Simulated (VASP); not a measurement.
Runs of VASP 6.6.1 on Lu. The structure is that of space group Fm-3m (No. 225), or close to it. The cells are those of the table. This isn't the form of Lu at room conditions, which is hcp.

| task | cell | cutoff (eV) | gap on the mesh (eV) | pressure (GPa) |
| --- | --- | --- | --- | --- |
| relaxation of cell and atoms | relaxed from a = 3.455 Å, angles 60.0°, 1 atom | 600 | none | 0.0 |
| single point | a = 2.776 Å, angles 60.0°, 1 atom | 520 | none | 88.3 |
| single point | a = 2.912 Å, angles 60.0°, 1 atom | 520 | none | 53.6 |
| single point | a = 3.150 Å, angles 60.0°, 1 atom | 520 | none | 18.9 |
| single point | a = 3.452 Å, angles 60.0°, 1 atom | 520 | none | (b) |
| single point | a = 3.257 Å, angles 60.0°, 1 atom | 520 | none | 10.1 |
| single point | a = 3.036 Å, angles 60.0°, 1 atom | 520 | none | (a) |

Alike in all rows: level PBE; potentials or basis VASP PAW PBE potentials, release 64 (Lu); no spin polarisation; k mesh 15 × 15 × 15; smearing fermi-dirac 0.1 eV.

Task: Estimate the missing entries.

Result: (a) 32.4; (b) 0.1.

Caveats: spin-orbit coupling is left out, which moves the levels of the heavy elements; the cell stands under pressure (at least some runs).

A k mesh can miss the band edges, and the runs leave out spin-orbit coupling on Lu.

A gap of «none» marks levels without a gap at the run's occupations.
